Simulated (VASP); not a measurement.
# CdTe in VASP: a series of runs

The runs below take CdTe through single point, with PBE.

All numbers are computed with VASP 6.6.1; they aren't measurements. Logs are shortened: lines on timing, memory, paths and dates and some standing lists are left out, and cuts for length are marked.

## 1. The cell of the first run

The cell holds a slab with vacuum, 8 atoms: a = 4.679 Å, b = 4.679 Å, c = 26.580 Å, α = 90.00°, β = 90.00°, γ = 90.00°.

## 2. Single point, PBE

INCAR reads:

```
SYSTEM = CdTe
  PREC = Accurate
  ENCUT = 520
  EDIFF = 1E-6
  ISMEAR = 0
  SIGMA = 0.05
  LREAL = .False.
  LASPH = .True.
  NELM = 80
  ALGO = Normal
  ISIF = 2
  LWAVE = .False.
  LCHARG = .False.
  LDIPOL = .True.
  IDIPOL = 3
  DIPOL = 0.5 0.5 0.500
  GGA = PE
  NBANDS = 46
```

KPOINTS reads:

```
regular mesh
0
Gamma
  8 8 1
  0 0 0
```

POSCAR reads:

```
CdTe
1.0
    4.6791896005      0.0000000000      0.0000000000
    0.0000000000      4.6791896005      0.0000000000
    0.0000000000      0.0000000000     26.5804034395
Te Cd
4 4
Direct
    0.0000000000      0.5000000000      0.2821627601
    0.5000000000      0.0000000000      0.4066411829
    0.0000000000      0.5000000000      0.5311196057
    0.5000000000      0.0000000000      0.6555980285
    0.5000000000      0.5000000000      0.3444019715
    0.0000000000      0.0000000000      0.4688803943
    0.5000000000      0.5000000000      0.5933588171
    0.0000000000      0.0000000000      0.7178372399
```

Potentials or basis: VASP PAW PBE potentials, release 64 (Te, Cd).

Started as:

```console
$ cat potpaw_PBE.64/Te/POTCAR potpaw_PBE.64/Cd/POTCAR > POTCAR
$ mpirun -np 1 vasp_std > vasp.out
```

OUTCAR:

```text
SYSTEM = CdTe
   PREC = Accurate
   ENCUT = 520
   EDIFF = 1E-6
   ISMEAR = 0
   LREAL = .False.
   LASPH = .True.
   NELM = 80
   ISIF = 2
   GGA = PE

 ion  position               nearest neighbor table
   1  0.000  0.500  0.282-   5 2.87   5 2.87
   2  0.500  0.000  0.407-   6 2.87   6 2.87   5 2.87   5 2.87
   3  0.000  0.500  0.531-   6 2.87   7 2.87   6 2.87   7 2.87
   4  0.500  0.000  0.656-   8 2.87   8 2.87   7 2.87   7 2.87
   5  0.500  0.500  0.344-   1 2.87   1 2.87   2 2.87   2 2.87
   6  0.000  0.000  0.469-   2 2.87   3 2.87   3 2.87   2 2.87
   7  0.500  0.500  0.593-   3 2.87   3 2.87   4 2.87   4 2.87
   8  0.000  0.000  0.718-   4 2.87   4 2.87

  LATTYP: Found a simple tetragonal cell.
 ALAT       =     4.6791896005
 C/A-ratio  =     5.6805570428

  Lattice vectors:

 A1 = (   4.6791896005,   0.0000000000,   0.0000000000)
 A2 = (   0.0000000000,   4.6791896005,   0.0000000000)
 A3 = (   0.0000000000,   0.0000000000,  26.5804034395)

Analysis of symmetry for initial positions (statically):
=====================================================================
 Subroutine PRICEL returns:
 Original cell was already a primitive cell.

 Routine SETGRP: Setting up the symmetry group for a
 simple tetragonal supercell.

 Subroutine GETGRP returns: Found  4 space group operations
 (whereof  4 operations were pure point group operations)
 out of a pool of 16 trial point group operations.

The static configuration has the point symmetry C_2v.

Analysis of symmetry for dynamics (positions and initial velocities):
=====================================================================
 Subroutine PRICEL returns:
 Original cell was already a primitive cell.

 Routine SETGRP: Setting up the symmetry group for a
 simple tetragonal supercell.

 Subroutine GETGRP returns: Found  4 space group operations
 (whereof  4 operations were pure point group operations)
 out of a pool of 16 trial point group operations.

The dynamic configuration has the point symmetry C_2v.

 Subroutine INISYM returns: Found  4 space group operations
 (whereof  4 operations are pure point group operations),
 and found     1 'primitive' translations

----------------------------------------------------------------------------------------
[... 113 lines left out ...]
   TEBEG  =    0.0;   TEEND  =   0.0 temperature during run
   PSTRESS=    0.0 pullay stress
   NELECT =      72.0000    total number of electrons
   NUPDOWN=      -1.0000    fix difference up-down
   EMIN   =  10.00;   EMAX   =-10.00  energy-range for DOS
   EFERMI =   0.00;   METHOD = LEGACY
   ISMEAR =     0;   SIGMA  =   0.05  broadening in eV -4-tet -1-fermi 0-gaus
   EFERMI_NEDOS =   21; number of points for ismear=-14 and -15
   IALGO  =     38    algorithm
   IMIX   =      4    mixing-type and parameters
     AMIX     =   0.40;   BMIX     =  1.00
     AMIX_MAG =   1.60;   BMIX_MAG =  1.00
  volume/ion in A,a.u.               =      72.75       490.92
  Fermi-wavevector in a.u.,A,eV,Ry     =   0.815739  1.541524  9.053733  0.665431
  Thomas-Fermi vector in A             =   1.925882
   LORBIT       =      0    0 simple, 1 ext, 2 COOP (PROOUT), +10 PAW based schemes
   GGA     = PE    functional components
   LHFCALC =     F    Hartree Fock is set to
   AEXX    =    0.0000 exact exchange contribution
   IVDW    =     0    specifies the selected vdW correction
   LEPSILON=     F    determine dielectric tensor
   LRPA    =     F    only Hartree local field effects (RPA)
 non-spin polarized calculation
 Gauss-broadening in eV      SIGMA  =   0.05
  energy-cutoff  :      520.00
  volume of cell :      581.97
 maximum number of plane-waves:     15723
   NGX = 17   NGY = 17   NGZ = 99

 dipolmoment           0.000000      0.000000      0.000001 electrons x Angstroem

 number of electron      72.0000006 magnetization

 dipolmoment           0.000000      0.000000     -0.264943 electrons x Angstroem

 Free energy of the ion-electron system (eV)
  ---------------------------------------------------
  ext. energy  EPLUGINS =         0.00000000
  ---------------------------------------------------
  free energy    TOTEN  =       -16.57690915 eV

  energy without entropy =      -16.56681227  energy(sigma->0) =      -16.57186071

 E-fermi :  -1.4174     XC(G=0):  -4.7193

 val. band max:       -1.4229132572   @ k =   0.0000   0.1250   0.0000
 cond. band min:      -1.4107140398   @ k =   0.0000   0.0000   0.0000
 fundamental gap:      0.0121992175
 Fermi energy:        -1.4173569253

 k-point     1 :       0.0000    0.0000    0.0000
  band No.  band energies     occupation
      1     -13.0445      2.00000
      2     -12.5270      2.00000
      3     -12.0433      2.00000
      4     -11.1375      2.00000
      5     -10.2915      2.00000
      6     -10.2474      2.00000
[... 1165 lines left out ...]
     45       3.0034      0.00000
     46       3.4390      0.00000

 [... further k-points ...]

------------------------ aborting loop because EDIFF is reached ----------------------------------------

 vacuum level on the upper side and lower side of the slab       (xc-potential included)        -1.101         1.067

  FORCE on cell =-STRESS in cart. coord.  units (eV):
  Direction    XX          YY          ZZ          XY          YZ          ZX
  --------------------------------------------------------------------------------------
  -------------------------------------------------------------------------------------
  Total       -0.8396665     -0.4358673      0.4049680      0.0000000      0.0000000      0.0000000
  in kB       -2.3116099     -1.1999469      1.1148808      0.0000000      0.0000000      0.0000000
  external PRESSURE =      -0.7988920 kB  Pullay stress =       0.0000000 kB

 VOLUME and BASIS-vectors are now :
 -----------------------------------------------------------------------------
  energy-cutoff  :      520.00
  volume of cell :      581.97
      direct lattice vectors                 reciprocal lattice vectors
     4.679189600  0.000000000  0.000000000     0.213712221  0.000000000  0.000000000
     0.000000000  4.679189600  0.000000000     0.000000000  0.213712221  0.000000000
     0.000000000  0.000000000 26.580403439     0.000000000  0.000000000  0.037621701

 POSITION                                       TOTAL-FORCE (eV/Angst)
 -----------------------------------------------------------------------------------
      0.00000      2.33959      7.50000         0.000000      0.000000      0.201809
      2.33959      0.00000     10.80869         0.000000      0.000000      0.369480
      0.00000      2.33959     14.11737         0.000000      0.000000      0.284014
      2.33959      0.00000     17.42606         0.000000      0.000000      0.225944
      2.33959      2.33959      9.15434         0.000000      0.000000     -0.421335
      0.00000      0.00000     12.46303         0.000000      0.000000     -0.333576
      2.33959      2.33959     15.77172         0.000000      0.000000     -0.361407
      0.00000      0.00000     19.08040         0.000000      0.000000      0.035071
 -----------------------------------------------------------------------------------
    total drift:                                0.000000      0.000000     -0.000434

  FREE ENERGIE OF THE ION-ELECTRON SYSTEM (eV)
  ---------------------------------------------------
  free  energy   TOTEN  =       -16.5769091502 eV

  energy  without entropy=      -16.5668122746  energy(sigma->0) =      -16.57186071

 vacuum level on the upper side and lower side of the slab         2.432         4.650
```

Run time: 18 min. Hardware: 1 thread of Intel Xeon Platinum 8259CL at 2.50GHz (Skylake/Cascade Lake), shared host; peak memory 0.89 GiB.

Results:

```
Free energy            : -16.5769 eV
Largest force          : 0.421 eV/Å
Band gap on the k mesh : zero (bands 36 and 37 overlap by 0.09 eV)
```

Forces on the atoms (eV/Å):
```
Te   0.000  0.000  0.202
Te   0.000  0.000  0.369
Te   0.000  0.000  0.284
Te   0.000  0.000  0.226
Cd   0.000  0.000 -0.421
Cd   0.000  0.000 -0.334
Cd   0.000  0.000 -0.361
Cd   0.000  0.000  0.035
```

Levels at points of the mesh, in eV from the Fermi level:
| k point | band 32 | band 33 | band 34 | band 35 | band 36 | band 37 | band 38 | band 39 | band 40 | band 41 |
| --- | --- | --- | --- | --- | --- | --- | --- | --- | --- | --- |
| (0.00, 0.00, 0.00) | -0.92 | -0.84 | -0.74 | 0.01 | 0.06 | 0.39 | 1.46 | 2.07 | 2.14 | 2.64 |
| (0.50, 0.00, 0.00) | -1.15 | -1.04 | -0.67 | -0.58 | -0.16 | 0.48 | 1.43 | 2.10 | 2.68 | 3.58 |
| (0.00, 0.50, 0.00) | -1.24 | -0.75 | -0.62 | -0.33 | -0.12 | 0.08 | 0.98 | 2.28 | 2.38 | 2.87 |
| (0.50, 0.50, 0.00) | -2.13 | -1.80 | -1.53 | -0.61 | -0.57 | 0.24 | 1.23 | 2.42 | 2.72 | 3.02 |

Caveat: spin-orbit coupling is left out, which moves the levels of the heavy elements.

## 3. Single point, PBE

INCAR reads:

```
SYSTEM = CdTe
PREC = Accurate ; ENCUT = 520
EDIFF = 1E-6 ; ISMEAR = 0
SIGMA = 0.05 ; LREAL = .False.
LASPH = .True. ; NELM = 100
ALGO = Normal ; ISIF = 2
LWAVE = .False. ; LCHARG = .False.
LDIPOL = .True. ; IDIPOL = 3
DIPOL = 0.5 0.5 0.500 ; GGA = PE
NBANDS = 46
```

KPOINTS is that of step 2.

POSCAR reads:

```
CdTe
1.0
    4.6791896005      0.0000000000      0.0000000000
    0.0000000000      4.6791896005      0.0000000000
    0.0000000000      0.0000000000     26.5804034395
Te Cd
4 4
Direct
    0.0000000000      0.5000000000      0.2826371570
    0.5000000000      0.0000000000      0.4077091020
    0.0000000000      0.5000000000      0.5325182269
    0.5000000000      0.0000000000      0.6588336082
    0.5000000000      0.5000000000      0.3408271550
    0.0000000000      0.0000000000      0.4663728077
    0.5000000000      0.5000000000      0.5917400656
    0.0000000000      0.0000000000      0.7193618777
```

Potentials or basis: VASP PAW PBE potentials, release 64 (Te, Cd).

Started as:

```console
$ cat potpaw_PBE.64/Te/POTCAR potpaw_PBE.64/Cd/POTCAR > POTCAR
$ mpirun -np 1 vasp_std > vasp.out
```

It took 21 min on 1 thread of Intel Xeon Platinum 8259CL at 2.50GHz (Skylake/Cascade Lake), shared host; peak memory 0.89 GiB.

Results (log left out):

| Quantity | Value |
| --- | --- |
| Free energy | -16.6376 eV |
| Largest force | 0.023 eV/Å |
| Band gap on the k mesh | zero (bands 36 and 37 overlap by 0.06 eV) |

Forces in eV/Å, atoms in the order of the input:
```
Te   0.000  0.000 -0.023
Te   0.000  0.000 -0.012
Te   0.000  0.000 -0.004
Te   0.000  0.000 -0.009
Cd   0.000  0.000  0.011
Cd   0.000  0.000  0.009
Cd   0.000  0.000  0.007
Cd   0.000  0.000  0.021
```

Levels at points of the mesh, in eV from the Fermi level:
| k point | band 33 | band 34 | band 35 | band 36 | band 37 | band 38 | band 39 | band 40 |
| --- | --- | --- | --- | --- | --- | --- | --- | --- |
| (0.00, 0.00, 0.00) | -0.91 | -0.70 | -0.12 | 0.05 | 0.34 | 1.46 | 1.98 | 2.23 |
| (0.50, 0.00, 0.00) | -1.07 | -0.64 | -0.57 | -0.17 | 0.45 | 1.48 | 2.16 | 2.75 |
| (0.00, 0.50, 0.00) | -0.83 | -0.65 | -0.34 | -0.24 | 0.11 | 0.96 | 2.21 | 2.32 |
| (0.50, 0.50, 0.00) | -1.78 | -1.57 | -0.64 | -0.61 | 0.26 | 1.21 | 2.32 | 2.63 |

Caveat: spin-orbit coupling is left out, which moves the levels of the heavy elements.

The gap in the log of VASP goes by the Fermi energy; the results here count the filled bands.